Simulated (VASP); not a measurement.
# SiSn5: single point with PBE

The system is SiSn5.

```
Si Sn
1.0
     6.32153    0.00000    0.00000
    -3.16077    5.47461    0.00000
     0.00000    0.00000    4.86303
Si Sn
1 5
Direct
  0.00000 0.00000 0.50000
  0.33333 0.66667 0.50000
  0.66667 0.33333 0.50000
  0.50000 0.00000 0.50000
  0.00000 0.50000 0.50000
  0.50000 0.50000 0.50000
```

The cell was built from a structure type or drawn by symmetry, and may not be a known phase.

* Program: VASP 6.6.1
* Task: single point
* Functional: PBE
* Potentials or basis: VASP PAW PBE potentials, release 64 (Si, Sn_d)
* Cutoff: 520 eV
* k mesh: 3 × 3 × 4
* Occupations: gaussian, width 0.1 eV
* Spin: no spin polarisation

The pressure is 155.5 GPa and the band gap on the k mesh is zero (bands 37 and 38 overlap by 1.02 eV).

Stress tensor (GPa, compression positive):
```
234.38   0.00   0.00
  0.00 234.38   0.00
  0.00   0.00  -2.13
```

Levels at points of the mesh, in eV from the Fermi level:
| k point | band 34 | band 35 | band 36 | band 37 | band 38 | band 39 | band 40 | band 41 |
| --- | --- | --- | --- | --- | --- | --- | --- | --- |
| (0.00, 0.00, 0.00) | -0.29 | 0.29 | 0.29 | 0.53 | 0.53 | 1.05 | 1.78 | 2.61 |
| (0.00, 0.00, 0.50) | -1.31 | -0.56 | -0.56 | 0.00 | 0.38 | 0.38 | 2.69 | 3.19 |

Run time: 46 s on 1 thread of Intel(R) Xeon(R) 6975P-C (Granite Rapids), on a shared host, peak memory 0.29 GiB.

Caveat: the k points lie up to 0.38 Å⁻¹ apart, too coarse for converged energies and pressures of a metal; atoms lie so close that the PAW spheres overlap strongly, which falsifies energies and pressures; spin-orbit coupling is left out, which moves the levels of the heavy elements.
